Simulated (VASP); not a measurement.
A run of VASP 6.6.1:

Contents of INCAR:

```
SYSTEM = SnO
PREC     = Accurate       ! precision mode
ENCUT    = 520            ! plane-wave cutoff, eV
EDIFF    = 1E-6           ! SCF threshold, eV
ISMEAR   = 0              ! smearing method
SIGMA    = 0.15           ! smearing width, eV
LREAL    = .FALSE.        ! projectors in reciprocal space
LASPH    = .TRUE.         ! aspherical terms in the spheres
NELM     = 100            ! most SCF steps
ALGO     = Normal         ! electronic algorithm
ISIF     = 2              ! what is computed and relaxed
LWAVE    = .FALSE.        ! write WAVECAR
LCHARG   = .FALSE.        ! write CHGCAR
GGA      = PS             ! functional
NBANDS   = 28             ! bands
```

KPOINTS

```
regular mesh
0
G
  10 10 8
  0 0 0
```

The input POSCAR:

```
SnO
1.0
    3.6520838966      0.0000000000      0.0000000000
    0.0000000000      3.6520838966      0.0000000000
    0.0000000000      0.0000000000      4.7505758552
Sn O
2 2
Direct
   -0.0609843602      0.5000000000      0.2424656074
    0.5609843602      0.0000000000      0.7575343926
    0.0092339863      0.0000000000      0.0000000000
    0.4907660137      0.5000000000      0.0000000000
```

Potentials or basis: VASP PAW PBE potentials, release 64 (Sn_d, O).

Launch:

```bash
$ cat potpaw_PBE.64/Sn_d/POTCAR potpaw_PBE.64/O/POTCAR > POTCAR
$ mpirun -np 1 vasp_std > vasp.out
```

Hardware: 1 thread of Intel Xeon 8259CL, on a shared host.

Problem. How long does it take, and how much memory?

Solution. It took 8.8 min on 1 thread of Intel Xeon 8259CL, on a shared host, peak memory 0.45 GiB. Counts: scf iterations 14, k points 252.
